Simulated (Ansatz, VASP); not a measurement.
# Ga: VASP beside Ansatz

INCAR

```
SYSTEM = Ga
ALGO     = Normal         ! electronic algorithm
EDIFF    = 1E-7           ! SCF threshold, eV
ENCUT    = 520            ! plane-wave cutoff, eV
GGA      = CA             ! functional
ISIF     = 2              ! what is computed and relaxed
ISMEAR   = -1             ! smearing method
LASPH    = .True.         ! aspherical terms in the spheres
LCHARG   = .False.        ! write CHGCAR
LREAL    = .False.        ! projectors in reciprocal space
LWAVE    = .False.        ! write WAVECAR
NBANDS   = 20             ! bands
NELM     = 60             ! most SCF steps
PREC     = Accurate       ! precision mode
SIGMA    = 0.08           ! smearing width, eV
```

KPOINTS

```
k-points
0
Gamma
  12 12 10
  0 0 0
```

POSCAR

```
Ga
1.0
    1.4304030031     -4.0100608329      0.0000000000
    1.4304030031      4.0100608329      0.0000000000
    0.0000000000      0.0000000000      3.1271569102
Ga
2
Direct
    0.8670000000      0.1330000000      0.2500000000
    0.1330000000      0.8670000000      0.7500000000
```

Input for Ansatz:

```yaml
crystal:
  lattice:
    - [1.4304030031, -4.0100608329, 0.0]
    - [1.4304030031, 4.0100608329, 0.0]
    - [0.0, 0.0, 3.1271569102]
  atoms:
    - { symbol: Ga, position: [0.867, 0.133, 0.25] }
    - { symbol: Ga, position: [0.133, 0.867, 0.75] }
kpoints:
  mp_grid: { grid: [12, 12, 10] }
  band_path:
    path:
      - [0.0, 0.0, 0.0]
      - [-0.5, 0.5, 0.0]
      - [-0.2818093587, 0.7181906413, 0.0]
      - [0.2818093587, 0.2818093587, 0.0]
      - [0.0, 0.0, 0.0]
      - [0.0, 0.0, 0.5]
      - [0.2818093587, 0.2818093587, 0.5]
      - [-0.2818093587, 0.7181906413, 0.5]
      - [-0.5, 0.5, 0.5]
    npoints: 5
scf:
  occupations: { method: fermi_dirac, width: 0.08 }
hamiltonian:
  xc: lda
  pseudopotentials: { kind: all_electron, lapw: { basis_error: 0.001 } }
output:
  forces: true
  stress: true
  eigenvalues: true
```

Change from the starting cell: volume scaled by 0.96.

Alike in both runs: task single point; functional LDA; k mesh 12 × 12 × 10; occupations fermi-dirac, width 0.08 eV; no spin polarisation.

|  | VASP | Ansatz |
| --- | --- | --- |
| version | VASP 6.6.1 | Ansatz 0.2.0 |
| potentials or method | VASP PAW LDA potentials, release 64 (Ga_d), cutoff 520 eV | all-electron LAPW, scalar-relativistic |

Ansatz gave:

| Item | Value |
| --- | --- |
| pressure (GPa) | -1.8 |
| traceless stress, the component that is largest in VASP (GPa) | -2.39 |
| rms of the force components (eV/Å) | 0.115 |

Question: Which values does VASP return?

Answer: Pressure (GPa): -1.7; traceless stress, the component that is largest in VASP (GPa): -2.40; rms of the force components (eV/Å): 0.117.

LDA's correlation is that of Perdew and Zunger in VASP and of Perdew and Wang (1992) in Ansatz. Atom by atom the forces differ by 0.002 eV/Å (rms over components). Ansatz ran all-electron here, and VASP with PAW potentials.
